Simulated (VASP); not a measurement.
## Na: single point with PBEsol

Na:

```
Na
1.0
    -1.77040    1.77040    2.69915
     1.77040   -1.77040    2.69915
     1.77040    1.77040   -2.69915
Na
1
Direct
  0.00000 0.00000 0.00000
```

| Item | Value |
| --- | --- |
| Program | VASP 6.6.1 |
| Task | single point |
| Functional | PBEsol |
| Potentials or basis | VASP PAW PBE potentials, release 64 (Na_pv) |
| Cutoff | 520 eV |
| k mesh | 16 × 16 × 16 |
| Occupations | gaussian, width 0.15 eV |
| Spin | no spin polarisation |

| Property | Result |
| --- | --- |
| Pressure | 0.6 GPa |
| Band gap on the k mesh | zero (an odd number of electrons rules out a gap without spin polarisation) |

Stress tensor (GPa, compression positive):
```
0.72 0.00 0.00
0.00 0.72 0.00
0.00 0.00 0.40
```

Levels at points of the mesh, in eV from the Fermi level:
| k point | band 2 | band 3 | band 4 | band 5 | band 6 | band 7 |
| --- | --- | --- | --- | --- | --- | --- |
| (0.00, 0.00, 0.00) | -24.73 | -24.73 | -3.49 | 11.49 | 11.78 | 11.78 |
| (0.50, 0.00, 0.00) | -24.74 | -24.74 | 0.55 | 1.06 | 10.01 | 10.81 |
| (0.50, 0.50, 0.00) | -24.76 | -24.75 | 2.13 | 2.68 | 6.32 | 7.31 |
| (0.50, 0.50, 0.50) | -24.75 | -24.75 | 1.33 | 1.93 | 6.99 | 8.18 |

Run time: 2.1 min on 1 thread of Intel Xeon 8259CL, on a shared host, peak memory 0.22 GiB.

Caveat: the PAW data sets were made with another functional, which shifts forces and pressure a little.
